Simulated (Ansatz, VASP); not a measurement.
# LiF: VASP beside Ansatz

Contents of INCAR:

```
ALGO = Normal ; EDIFF = 1E-6
ENCUT = 520 ; GGA = PE
ISIF = 2 ; ISMEAR = 0
LASPH = T ; LCHARG = F
LREAL = F ; LWAVE = F
NBANDS = 12 ; NELM = 80
PREC = Accurate ; SIGMA = 0.05
```

The input KPOINTS:

```
k-points
0
Gamma
  10 10 10
```

Contents of POSCAR:

```
LiF
1.0
    0.0000000000      2.0240700000      2.0140000000
    2.0140000000      0.0000000000      2.0140000000
    2.0140000000      2.0240700000      0.0000000000
Li F
1 1
Direct
    0.0000000000      0.0000000000      0.0000000000
    0.5000000000      0.5000000000      0.5000000000
```

Input for Ansatz:

```yaml
crystal:
  lattice:
    - [0.0, 2.02407, 2.014]
    - [2.014, 0.0, 2.014]
    - [2.014, 2.02407, 0.0]
  atoms:
    - { symbol: Li, position: [0.0, 0.0, 0.0] }
    - { symbol: F, position: [0.5, 0.5, 0.5] }
basis:
  ecutwfc: 420
kpoints:
  mp_grid: { grid: [10, 10, 10] }
hamiltonian:
  xc: pbe
scf:
  occupations: { method: gaussian, width: 0.05 }
output:
  forces: true
  stress: true
  eigenvalues: true
```

Change from the starting cell: strain +0.0050 x Voigt [0, 1, 0, 0, 0, 0], atoms carried along.

Alike in both runs: task single point; functional PBE; k mesh 10 × 10 × 10; occupations gaussian, width 0.05 eV; no spin polarisation.

|  | VASP | Ansatz |
| --- | --- | --- |
| version | VASP 6.6.1 | Ansatz 0.2.0 |
| potentials or method | VASP PAW PBE potentials, release 64 (Li_sv, F), cutoff 520 eV | scalar-relativistic, plane waves, PAW |
| valence electrons in the cell | 10 | 10 |

|  | VASP | Ansatz | Ansatz less VASP |
| --- | --- | --- | --- |
| gap on the k mesh at the Fermi level (eV) | 9.04 | 9.04 | +0.002 |
| least direct gap on the mesh (eV) | 9.04 | 9.04 | +0.002 |

With one functional, cell and mesh, what is left measures potentials, basis and numerics.

Noted on VASP's run: the cutoff is short for stress, so the pressure is rough.
